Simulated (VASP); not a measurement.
Here is a VASP 6.6.1 calculation.

The input INCAR:

```
PREC = Accurate ; ENCUT = 520
EDIFF = 1E-7 ; ISMEAR = 0
SIGMA = 0.05 ; LREAL = F
LASPH = T ; NELM = 150
ALGO = Normal ; ISIF = 2
LWAVE = F ; LCHARG = F
ISPIN = 2 ; MAGMOM = 0 0 0 0
LORBIT = 11 ; LMAXMIX = 4
LDAU = T ; LDAUTYPE = 2
LDAUL = 2 -1 -1 ; LDAUU = 3.3 0 0
LDAUJ = 0 0 0 ; LDAUPRINT = 1
GGA = B5 ; ALDAX = 1.0
AGGAX = 1.0 ; AGGAC = 1.0
ALDAC = 0.0 ; IVDW = 12
VDW_S6 = 1.0 ; VDW_S8 = 2.6996
VDW_A1 = 0.4298 ; VDW_A2 = 4.2359
NBANDS = 28
```

KPOINTS

```
Automatic mesh
0
Gamma
  10 10 10
```

Contents of POSCAR:

```
CoPdO2
1.0
    1.4283270169      0.8246449879      5.9625346888
   -1.4283270169      0.8246449879      5.9625346888
    0.0000000000     -1.6492899753      5.9625346889
Co Pd O
1 1 2
Direct
    0.5000000000      0.5000000000      0.5000000000
    0.0000000000      0.0000000000      0.0000000000
    0.1120807899      0.1120807899      0.1120807899
    0.8879192101      0.8879192101      0.8879192101
```

Potentials or basis: VASP PAW PBE potentials, release 64 (Co, Pd, O).

Launch:

```bash
$ cat potpaw_PBE.64/Co/POTCAR potpaw_PBE.64/Pd/POTCAR potpaw_PBE.64/O/POTCAR > POTCAR
$ mpirun -np 1 vasp_std > vasp.out
```

Problem. Estimate the net moment.

Solution. 0.00 μB per cell.

Problem. What does it give for the dispersion energy per atom?

Solution. -0.614 eV.

Problem. Predict the largest force.

Solution. 0.041 eV/Å.

Problem. Predict the pressure.

Solution. -0.4 GPa.

Forces in eV/Å, atoms in the order of the input:
```
Co   0.000  0.000  0.000
Pd   0.000  0.000  0.000
O    0.000  0.000  0.041
O    0.000  0.000 -0.041
```

Caveat: the PAW data sets were made with another functional, which shifts forces and pressure a little.
